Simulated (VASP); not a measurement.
# Te2Mo (I4/mcm) in VASP: relaxation of cell and atoms with PBE

Aim: the relaxation of cell and atoms of Te2Mo with PBE.

All numbers are computed with VASP 6.6.1; they aren't measurements. Logs are shortened: lines on timing, memory, paths and dates and some standing lists are left out, and cuts for length are marked.

## 1. The cell of the first run

It takes space group I4/mcm (No. 140, tetragonal). The conventional cell has a = 6.963 Å, b = 6.963 Å, c = 6.083 Å, α = 90.00°, β = 90.00°, γ = 90.00°. Te (site symmetry m2m) has 11 Te at 2.98 to 3.74 Å and 4 Mo at 3.05 Å within 3.9 Å. Mo (site symmetry 422) has 2 Mo at 3.04 Å and 8 Te at 3.05 Å within 4.0 Å.

## 2. Relaxation of cell and atoms, PBE

The input, INCAR:

```
SYSTEM = Te2Mo
PREC     = Accurate       ! precision mode
ENCUT    = 600            ! plane-wave cutoff, eV
EDIFF    = 1E-6           ! SCF threshold, eV
ISMEAR   = 0              ! smearing method
SIGMA    = 0.1549         ! smearing width, eV
LREAL    = .FALSE.        ! projectors in reciprocal space
LASPH    = .TRUE.         ! aspherical terms in the spheres
NELM     = 80             ! most SCF steps
ALGO     = Normal         ! electronic algorithm
ISIF     = 3              ! what is computed and relaxed
LWAVE    = .FALSE.        ! write WAVECAR
LCHARG   = .FALSE.        ! write CHGCAR
GGA      = PE             ! functional
IBRION   = 2              ! ionic algorithm
NSW      = 100            ! ionic steps
EDIFFG   = -0.01          ! ionic threshold
```

The input, KPOINTS:

```
regular mesh
0
G
  7 7 7
  0 0 0
```

The input, POSCAR:

```
Te2Mo
1.0
   -3.4814800000      3.4814800000      3.0413290000
    3.4814800000     -3.4814800000      3.0413290000
    3.4814800000      3.4814800000     -3.0413290000
Te Mo
4 2
Direct
    0.6515600000      0.1515600000      0.8031200000
    0.1515600000      0.3484400000      0.5000000000
    0.3484400000      0.8484400000      0.1968800000
    0.8484400000      0.6515600000      0.5000000000
    0.2500000000      0.2500000000      0.0000000000
    0.7500000000      0.7500000000      0.0000000000
```

Potentials or basis: VASP PAW PBE potentials, release 64 (Te, Mo_sv).

Command:

```
$ cat potpaw_PBE.64/Te/POTCAR potpaw_PBE.64/Mo_sv/POTCAR > POTCAR
$ mpirun -np 1 vasp_std > vasp.out
```

OUTCAR:

```text
SYSTEM = Te2Mo
   PREC = Accurate
   ENCUT = 600
   EDIFF = 1E-6
   ISMEAR = 0
   LREAL = .FALSE.
   LASPH = .TRUE.
   NELM = 80
   ISIF = 3
   GGA = PE
   IBRION = 2
   NSW = 100
   EDIFFG = -0.01

 ion  position               nearest neighbor table
   1  0.652  0.152  0.803-   3 2.98   6 3.05   5 3.05   6 3.05   5 3.05   3 3.61   3 3.61
   2  0.152  0.348  0.500-   4 2.98   6 3.05   5 3.05   5 3.05   6 3.05   4 3.61   4 3.61
   3  0.348  0.848  0.197-   1 2.98   5 3.05   6 3.05   5 3.05   6 3.05   1 3.61   1 3.61
   4  0.848  0.652  0.500-   2 2.98   5 3.05   6 3.05   6 3.05   5 3.05   2 3.61   2 3.61
   5  0.250  0.250  0.000-   6 3.04   6 3.04   4 3.05   2 3.05   4 3.05   2 3.05   1 3.05   3 3.05
                             3 3.05   1 3.05
   6  0.750  0.750  0.000-   5 3.04   5 3.04   2 3.05   4 3.05   2 3.05   4 3.05   3 3.05   1 3.05
                             1 3.05   3 3.05

  LATTYP: Found a body centered tetragonal cell.
 ALAT       =     6.9629600000
 C/A-ratio  =     0.8735735951

  Lattice vectors:

 A1 = (  -3.4814800000,   3.4814800000,   3.0413290000)
 A2 = (   3.4814800000,  -3.4814800000,   3.0413290000)
 A3 = (   3.4814800000,   3.4814800000,  -3.0413290000)

Analysis of symmetry for initial positions (statically):
=====================================================================
 Subroutine PRICEL returns:
 Original cell was already a primitive cell.

 Routine SETGRP: Setting up the symmetry group for a
 body centered tetragonal supercell.

 Subroutine GETGRP returns: Found 16 space group operations
 (whereof  8 operations were pure point group operations)
 out of a pool of 16 trial point group operations.

The static configuration has the point symmetry C_4h.
 The point group associated with its full space group is D_4h.

Analysis of symmetry for dynamics (positions and initial velocities):
=====================================================================
 Subroutine PRICEL returns:
 Original cell was already a primitive cell.

 Routine SETGRP: Setting up the symmetry group for a
 body centered tetragonal supercell.

 Subroutine GETGRP returns: Found 16 space group operations
 (whereof  8 operations were pure point group operations)
 out of a pool of 16 trial point group operations.

The dynamic configuration has the point symmetry C_4h.
 The point group associated with its full space group is D_4h.

 Subroutine INISYM returns: Found 16 space group operations
 (whereof  8 operations are pure point group operations),
 and found     1 'primitive' translations

----------------------------------------------------------------------------------------

                                     Primitive cell

  volume of cell :     147.4522

  direct lattice vectors                    reciprocal lattice vectors
    -3.481480000  3.481480000  3.041329000     0.000000000  0.143617082  0.164401812
     3.481480000 -3.481480000  3.041329000     0.143617082  0.000000000  0.164401812
[... 98 lines left out ...]
   NFREE  =      1    steps in history (QN), initial steepest desc. (CG)
   ISIF   =      3    stress and relaxation
   ISYM   =      2    0-nonsym 1-usesym 2-fastsym
   POTIM  = 0.5000    time-step for ionic-motion
   TEBEG  =    0.0;   TEEND  =   0.0 temperature during run
   PSTRESS=    0.0 pullay stress
   NELECT =      52.0000    total number of electrons
   NUPDOWN=      -1.0000    fix difference up-down
   EMIN   =  10.00;   EMAX   =-10.00  energy-range for DOS
   EFERMI =   0.00;   METHOD = LEGACY
   ISMEAR =     0;   SIGMA  =   0.15  broadening in eV -4-tet -1-fermi 0-gaus
   EFERMI_NEDOS =   21; number of points for ismear=-14 and -15
   IALGO  =     38    algorithm
   IMIX   =      4    mixing-type and parameters
     AMIX     =   0.40;   BMIX     =  1.00
     AMIX_MAG =   1.60;   BMIX_MAG =  1.00
  volume/ion in A,a.u.               =      24.58       165.84
  Fermi-wavevector in a.u.,A,eV,Ry     =   1.156624  2.185702 18.201590  1.337779
  Thomas-Fermi vector in A             =   2.293243
   LORBIT       =      0    0 simple, 1 ext, 2 COOP (PROOUT), +10 PAW based schemes
   GGA     = PE    functional components
   LHFCALC =     F    Hartree Fock is set to
   AEXX    =    0.0000 exact exchange contribution
   IVDW    =     0    specifies the selected vdW correction
   LEPSILON=     F    determine dielectric tensor
   LRPA    =     F    only Hartree local field effects (RPA)
 conjugate gradient relaxation of ions
 non-spin polarized calculation
 Gauss-broadening in eV      SIGMA  =   0.15
  energy-cutoff  :      600.00
  volume of cell :      147.45
 maximum number of plane-waves:      4945
 NGX is ok and might be reduce to    48
   NGX = 23   NGY = 23   NGZ = 23

--------------------------------------- Ionic step        1  -------------------------------------------

 number of electron      51.9999998 magnetization

 Free energy of the ion-electron system (eV)
  ---------------------------------------------------
  ext. energy  EPLUGINS =         0.00000000
  ---------------------------------------------------
  free energy    TOTEN  =       -32.23945133 eV

  energy without entropy =      -32.15685191  energy(sigma->0) =      -32.19815162

 E-fermi :   9.1148     XC(G=0): -10.7455

 val. band max:        9.0999807200   @ k =  -0.4286  -0.4286   0.1429
 cond. band min:       9.1159622617   @ k =  -0.2857   0.2857   0.2857
 fundamental gap:      0.0159815417
 Fermi energy:         9.1148470540

 k-point     1 :       0.0000    0.0000    0.0000
  band No.  band energies     occupation
      1     -52.1382      2.00000
      2     -52.1078      2.00000
      3     -26.3177      2.00000
      4     -26.2441      2.00000
      5     -26.2441      2.00000
      6     -26.2072      2.00000
[... 920 lines left out ...]
  FREE ENERGIE OF THE ION-ELECTRON SYSTEM (eV)
  ---------------------------------------------------
  free  energy   TOTEN  =       -32.7375699122 eV

  energy  without entropy=      -32.6694713218  energy(sigma->0) =      -32.70352062

[... ionic steps 4 to 7 ...]

--------------------------------------- Ionic step        8  -------------------------------------------

 number of electron      52.0000000 magnetization

------------------------ aborting loop because EDIFF is reached ----------------------------------------
[... 75 lines left out ...]
--------------------------------------- Ionic step       10  -------------------------------------------

 number of electron      52.0000001 magnetization

 Free energy of the ion-electron system (eV)
  ---------------------------------------------------
  ext. energy  EPLUGINS =         0.00000000
  ---------------------------------------------------
  free energy    TOTEN  =       -33.04088677 eV

  energy without entropy =      -32.96393344  energy(sigma->0) =      -33.00241010

 E-fermi :  10.1811     XC(G=0): -11.1148

 val. band max:       10.1659737539   @ k =   0.1429   0.1429   0.1429
 cond. band min:      10.2000348393   @ k =   0.2857   0.1429   0.1429
 fundamental gap:      0.0340610854
 Fermi energy:        10.1810770805

 k-point     1 :       0.0000    0.0000    0.0000
  band No.  band energies     occupation
      1     -50.9205      2.00000
      2     -50.8937      2.00000
      3     -25.1608      2.00000
      4     -25.0583      2.00000
      5     -25.0583      2.00000
      6     -25.0244      2.00000
[... 840 lines left out ...]
  FREE ENERGIE OF THE ION-ELECTRON SYSTEM (eV)
  ---------------------------------------------------
  free  energy   TOTEN  =       -33.0408867666 eV

  energy  without entropy=      -32.9639334367  energy(sigma->0) =      -33.00241010

 reached required accuracy - stopping structural energy minimisation
```

OSZICAR:

```text
N       E                     dE             d eps       ncg     rms          rms(c)
DAV:   1     0.424170697001E+03    0.42417E+03   -0.28969E+04  2800   0.169E+03
DAV:   2    -0.706098758782E+01   -0.43123E+03   -0.42308E+03  3007   0.364E+02
DAV:   3    -0.321368771095E+02   -0.25076E+02   -0.24507E+02  3217   0.718E+01
[... 103 lines left out ...]
DAV:   3    -0.330410127695E+02    0.11077E-02   -0.59480E-03  3049   0.299E-01    0.116E-01
DAV:   4    -0.330408885225E+02    0.12425E-03   -0.51058E-04  3024   0.123E-01    0.307E-02
DAV:   5    -0.330408853537E+02    0.31688E-05   -0.45969E-05  3165   0.343E-02    0.240E-02
DAV:   6    -0.330408864440E+02   -0.10903E-05   -0.59088E-06  2724   0.126E-02    0.738E-03
DAV:   7    -0.330408867666E+02   -0.32262E-06   -0.96381E-07  1689   0.558E-03
  10 F= -.33040887E+02 E0= -.33002410E+02  d E =-.329567E-02
```

Run time: 43 min. Hardware: 1 thread of Intel Xeon Platinum 8488C (Sapphire Rapids), shared host; peak memory 0.46 GiB.

What came out:

- Free energy: -33.0409 eV
- Relaxed volume: 22.63 Å³/atom
- Relaxed cell: a = 5.615 Å, b = 5.615 Å, c = 5.615 Å, α = 107.57°, β = 107.57°, γ = 113.34°
- Space group after relaxing (to 0.1 Å): I4/mcm (No. 140)
- Energy gained by relaxing: 133.6 meV/atom
- Ionic steps: 10
- Pressure after relaxing: 0.0 GPa
- Largest force after relaxing: 0.006 eV/Å
- Band gap on the k mesh: zero (bands 26 and 27 overlap by 0.64 eV)

Forces on the atoms (eV/Å):
```
Te   0.004  0.004  0.000
Te  -0.004  0.004  0.000
Te  -0.004 -0.004  0.000
Te   0.004 -0.004  0.000
Mo   0.000  0.000  0.000
Mo   0.000  0.000  0.000
```

Step by step:
```
step  energy change (eV)  largest force (eV/Å)  pressure (GPa)  volume (Å³)
   1              0.0000                1.4270           -6.73       147.45
   2             -0.3946                0.8305            8.00       126.49
   3             -0.4981                1.0741            2.34       132.46
   4             -0.7277                0.4182            1.29       133.81
   5             -0.7921                0.1167            0.66       135.21
   6             -0.7926                0.0841            0.68       135.11
   7             -0.7963                0.0059           -0.92       137.18
   8             -0.7981                0.0261           -0.36       136.42
   9             -0.8012                0.0008           -0.08       135.93
  10             -0.8014                0.0061            0.01       135.79
```

Final structure:
```xyz
6
Lattice="-3.3172 3.3172 3.0851 3.3172 -3.3172 3.0851 3.3172 3.3172 -3.0851" Properties=species:S:1:pos:R:3 pbc="T T T"
Te    1.1209    4.4381    0.0000
Te    2.1963    1.1209    0.0000
Te    2.1963   -1.1209    3.0851
Te    1.1209    2.1963    3.0851
Mo    0.0000    0.0000    1.5426
Mo    0.0000    0.0000    4.6277
```

Levels at points of the mesh, in eV from the Fermi level:
| k point | band 23 | band 24 | band 25 | band 26 | band 27 | band 28 | band 29 | band 30 |
| --- | --- | --- | --- | --- | --- | --- | --- | --- |
| (0.00, 0.00, 0.00) | -0.75 | -0.69 | -0.07 | -0.07 | 0.19 | 0.19 | 0.62 | 1.40 |

Caveat: spin-orbit coupling is left out, which moves the levels of the heavy elements.

The gap in the log of VASP goes by the Fermi energy; the results here count the filled bands.